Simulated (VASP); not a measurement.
Wanted: the native input for a VASP 6.6.1 run.

- Task: single point
- Functional: PBE
- Potentials or basis: VASP PAW PBE potentials, release 64 (W_sv)
- Cutoff: 520 eV
- k mesh: 11 × 11 × 11
- Occupations: gaussian, width 0.021 eV
- Spin: no spin polarisation
- Dipole correction: no
- Further INCAR settings: ALGO = Fast; EDIFF = 1e-06; NBANDS = 13

The structure of W lies in POSCAR:

```
W
1.0
    0.0000000000      2.0300000000      2.0300000000
    2.0300000000      0.0000000000      2.0300000000
    2.0300000000      2.0300000000      0.0000000000
W
1
Direct
    0.0000000000      0.0000000000      0.0000000000
```

One way to write it, as run:

INCAR

```
PREC = Accurate
ENCUT = 520
EDIFF = 1E-6
ISMEAR = 0
SIGMA = 0.020999999999999998
LREAL = False
LASPH = True
NELM = 100
ALGO = Fast
ISIF = 2
LWAVE = False
LCHARG = True
GGA = PE
LELF = True
LVHAR = True
NBANDS = 13
```

KPOINTS

```
Automatic mesh
0
Gamma
  11 11 11
```

Potentials or basis: VASP PAW PBE potentials, release 64 (W_sv).

Command:

```bash
$ cat potpaw_PBE.64/W_sv/POTCAR > POTCAR
$ mpirun -np 1 vasp_std > vasp.out
```

It gave:

* Pressure: -4.6 GPa
* Band gap on the k mesh: zero (band 7 reaches 12.79 eV, above the bottom of band 8 at 9.69 eV)

Caveat: spin-orbit coupling is left out, which moves the levels of the heavy elements.

Wall time 14 s on 1 thread of Intel(R) Xeon(R) Platinum 8259CL CPU @ 2.50GHz (Skylake/Cascade Lake), on a shared host, peak memory 0.14 GiB.
